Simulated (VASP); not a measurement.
Runs of VASP 6.6.1 on In2GaP3. The structure is that of space group R-3m (No. 166), or close to it. The cells are those of the table. 

```csv
task,cell,k mesh,cutoff (eV),gap on the mesh (eV),pressure (GPa),relaxed volume (Å³/atom),largest force (eV/Å)
single point,"a = 5.535 Å, angles 70.3°, 6 atoms",3 × 3 × 3,520,none,71.1,-,9.84
relaxation of cell and atoms,"relaxed from a = 6.365 Å, angles 50.2°, 6 atoms",6 × 6 × 6,600,none,0.0,(a),0.04
single point,"a = 6.420 Å, angles 49.0°, 6 atoms",6 × 6 × 6,520,none,0.1,-,0.01
relaxation of cell and atoms,"relaxed from a = 5.535 Å, angles 70.3°, 6 atoms",3 × 3 × 3,600,none,0.1,31.07,0.01
single point,"a = 6.365 Å, angles 50.2°, 6 atoms",3 × 3 × 3,520,none,0.0,-,-
```

Alike in all rows: level PBE; potentials or basis VASP PAW PBE potentials, release 64 (In_d, Ga_d, P); no spin polarisation; smearing gaussian 0.1 eV.

Estimate the missing entries.

(a) 23.05.

Caveats: some runs use coarse meshes; spin-orbit coupling is left out, which moves the levels of the heavy elements; forces of over 1 eV/Å act on the atoms, so gaps and moduli don't describe the material at rest (some runs); the volume moved by over 15 % at a fixed basis, so the end points are rough (some runs).

A k mesh can miss the band edges, and the runs leave out spin-orbit coupling on Ga, In.

A gap of «none» marks levels without a gap at the run's occupations.
